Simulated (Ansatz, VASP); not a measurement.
**Two plane-wave programs on PbO**

The input INCAR:

```
ALGO = Normal
EDIFF = 1E-6
ENCUT = 520
GGA = PE
ISIF = 2
ISMEAR = -1
LASPH = True
LCHARG = True
LELF = True
LREAL = False
LVHAR = True
LWAVE = False
NBANDS = 50
NELM = 60
PREC = Accurate
SIGMA = 0.02
```

KPOINTS

```
k-points
0
Gamma
  6 4 6
```

The input POSCAR:

```
PbO
1.0
    5.5069411862      0.0000000000      0.0000000000
    0.0000000000      5.9304934304      0.0000000000
    0.0000000000      0.0000000000      4.7066352782
Pb O
4 4
Direct
    0.4891065247      0.2702165387      0.8097670000
    0.9891065247      0.7297834613      0.8097670000
    0.5108934753      0.7297834613      0.3097670000
    0.0108934753      0.2702165387      0.3097670000
    0.0928249321      0.3670291227      0.8097670000
    0.5928249321      0.6329708773      0.8097670000
    0.4071750679      0.3670291227      0.3097670000
    0.9071750679      0.6329708773      0.3097670000
```

Input for Ansatz:

```yaml
crystal:
  lattice:
    - [5.5069411862, 0.0, 0.0]
    - [0.0, 5.9304934304, 0.0]
    - [0.0, 0.0, 4.7066352782]
  atoms:
    - { symbol: Pb, position: [0.4891065247, 0.2702165387, 0.809767] }
    - { symbol: Pb, position: [0.9891065247, 0.7297834613, 0.809767] }
    - { symbol: Pb, position: [0.5108934753, 0.7297834613, 0.309767] }
    - { symbol: Pb, position: [0.0108934753, 0.2702165387, 0.309767] }
    - { symbol: O, position: [0.0928249321, 0.3670291227, 0.809767] }
    - { symbol: O, position: [0.5928249321, 0.6329708773, 0.809767] }
    - { symbol: O, position: [0.4071750679, 0.3670291227, 0.309767] }
    - { symbol: O, position: [0.9071750679, 0.6329708773, 0.309767] }
kpoints:
  mp_grid: { grid: [6, 4, 6] }
  band_path:
    path:
      - [[0.0, 0.0, 0.0], [2.036431172869e-33, -0.5, 4.596296874831e-19], [0.5, -0.5, 4.596296874831e-19], [0.5, -7.34559462625e-50, 4.949345397061e-34], [0.0, 0.0, 0.0], [4.857493153889e-51, -2.455441655384e-35, 0.5], [2.036431172869e-33, -0.5, 0.5], [0.5, -0.5, 0.5], [0.5, 3.674983758575e-35, 0.5], [4.857493153889e-51, -2.455441655384e-35, 0.5]]
      - [[2.036431172869e-33, -0.5, 4.596296874831e-19], [2.036431172869e-33, -0.5, 0.5]]
      - [[0.5, -7.34559462625e-50, 4.949345397061e-34], [0.5, 3.674983758575e-35, 0.5]]
      - [[0.5, -0.5, 4.596296874831e-19], [0.5, -0.5, 0.5]]
    npoints: 10
hamiltonian:
  xc: pbe
scf:
  occupations: { method: fermi_dirac, width: 0.02 }
  n_extra_bands: 6
output:
  forces: true
  stress: true
  eigenvalues: true
```

Alike in both runs: task single point; functional PBE; k mesh 6 × 4 × 6; occupations fermi-dirac, width 0.02 eV; no spin polarisation.

|  | VASP | Ansatz |
| --- | --- | --- |
| version | VASP 6.6.1 | Ansatz 0.2.0 |
| potentials or method | VASP PAW PBE potentials, release 64 (Pb_d, O) | plane waves, PAW |
| plane-wave cutoff (eV) | 520 | 420 |
| valence electrons in the cell | 80 | 80 |

```tsv
	VASP	Ansatz	Ansatz less VASP
gap on the k mesh at the Fermi level (eV)	2.14	2.14	+0.003
pressure (GPa)	4.7	4.6	-0.08
traceless stress, the component that is largest in VASP (GPa)	0.18	0.16	-0.015
rms of the force components (eV/Å)	0.200	0.181	-0.0190
```

Atom by atom the forces differ by 0.019 eV/Å (rms over components). The functional is the same, so the differences come from potentials, cutoffs and numerics.

Neither program's run includes spin-orbit coupling.
